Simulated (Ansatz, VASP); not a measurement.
One calculation of Cu, two programs

```
Cu
1.0
    -1.44279    1.44279    1.37608
     1.44279   -1.44279    1.37608
     1.44279    1.44279   -1.37608
Cu
1
Direct
  0.00000 0.00000 0.00000
```

Alike in both runs: functional RPBE; k mesh 13 × 13 × 13; occupations fermi-dirac, width 0.05 eV; no spin polarisation.

|  | VASP | Ansatz |
| --- | --- | --- |
| version | VASP 6.6.1 | Ansatz 0.2.0 |
| potentials or method | VASP PAW PBE potentials, release 64 (Cu_sv_GW) | Ansatz PAW |
| plane-wave cutoff (eV) | 820 | 420 |
| valence electrons in the cell | 19 | 19 |
| task | single point | band structure |

|  | VASP | Ansatz | Ansatz less VASP |
| --- | --- | --- | --- |
| gap on the k mesh at the Fermi level (eV) | none | none | - |
| pressure (GPa) | 11.7 | 12.5 | +0.73 |
| traceless stress, the component that is largest in VASP (GPa) | 0.11 | 0.10 | -0.018 |

VASP's potentials were made for PBE, not for RPBE. A gap of «none» marks a metal or a gap that the smearing closes.
